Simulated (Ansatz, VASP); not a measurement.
# One calculation of ZrB2, two programs

Contents of INCAR:

```
SYSTEM = ZrB2
PREC = Accurate
ENCUT = 520
EDIFF = 1E-7
ISMEAR = -1
SIGMA = 0.0356
LREAL = .FALSE.
LASPH = .TRUE.
NELM = 80
ALGO = Normal
ISIF = 2
LWAVE = .FALSE.
LCHARG = .FALSE.
GGA = PE
NBANDS = 27
```

The input KPOINTS:

```
Automatic mesh
0
G
  8 8 8
  0 0 0
```

POSCAR

```
ZrB2
1.0
    3.1006160000      0.0000000000      0.0000000000
    1.5503080000     -6.1266880000      0.0000000000
    0.0000000000      0.0000000000     -3.0771320000
B Zr
4 2
Direct
    0.7500000000      0.5000000000      0.7500000000
    0.2500000000      0.5000000000      0.2500000000
    0.4410000000      0.1180000000      0.7500000000
    0.5590000000      0.8820000000      0.2500000000
    0.1060000000      0.7880000000      0.7500000000
    0.8940000000      0.2120000000      0.2500000000
```

Input for Ansatz:

```yaml
crystal:
  lattice:
    - [3.100616, 0.0, 0.0]
    - [1.550308, -6.126688, 0.0]
    - [0.0, 0.0, -3.077132]
  atoms:
    - { symbol: B, position: [0.75, 0.5, 0.75] }
    - { symbol: B, position: [0.25, 0.5, 0.25] }
    - { symbol: Zr, position: [0.106, 0.788, 0.75] }
    - { symbol: Zr, position: [0.894, 0.212, 0.25] }
    - { symbol: B, position: [0.441, 0.118, 0.75] }
    - { symbol: B, position: [0.559, 0.882, 0.25] }
  symmetry: { tolerance: 0.0003 }
kpoints:
  mp_grid: { grid: [8, 8, 8], shift: [0, 0, 0] }
  band_path:
    path:
      - [0.0, 0.0, 0.0]
      - [0.0, -0.5, 0.0]
      - [0.46798493, -0.26600753, 0.0]
      - [0.53201507, 0.26600753, 0.0]
      - [0.0, 0.0, 0.0]
      - [0.0, 0.0, -0.5]
      - [0.53201507, 0.26600753, -0.5]
      - [0.46798493, -0.26600753, -0.5]
      - [0.0, -0.5, -0.5]
      - [0.0, -0.5, 0.0]
      - [0.0, 0.0, 0.0]
    npoints: 6
magnetization:
  spin_polarized: false
scf:
  occupations: { method: fermi_dirac, width: 0.0356 }
  lower_state_search: "off"
  max_iter: 200
hamiltonian:
  pseudopotentials: { kind: paw }
  xc: pbe
basis:
  ecutwfc: 420
  fft_grid_basis: typed
output:
  forces: true
  stress: true
  eigenvalues: true
  bader: true
  populations: true
  elf: true
  write_potential: true
  volumetric_format: npy
  dos:
    e_range: [-12, 8]
    de: 0.05
    projected: { site_lists: { B: [B], Zr: [Zr] } }
checkpoint:
  read: saved_state
```

Alike in both runs: task single point; functional PBE; k mesh 8 × 8 × 8; occupations fermi-dirac, width 0.0356 eV; no spin polarisation.

```csv
,VASP,Ansatz
version,VASP 6.6.1,Ansatz 0.2.0
potentials or method,"VASP PAW PBE potentials, release 64 (B, Zr_sv), cutoff 520 eV",PAW plane waves
valence electrons in the cell,36,36
```

|  | VASP | Ansatz | Ansatz less VASP |
| --- | --- | --- | --- |
| rms of the force components (eV/Å) | 1.224 | 1.223 | -0.0010 |

The functional is the same, so the differences come from potentials, cutoffs and numerics.
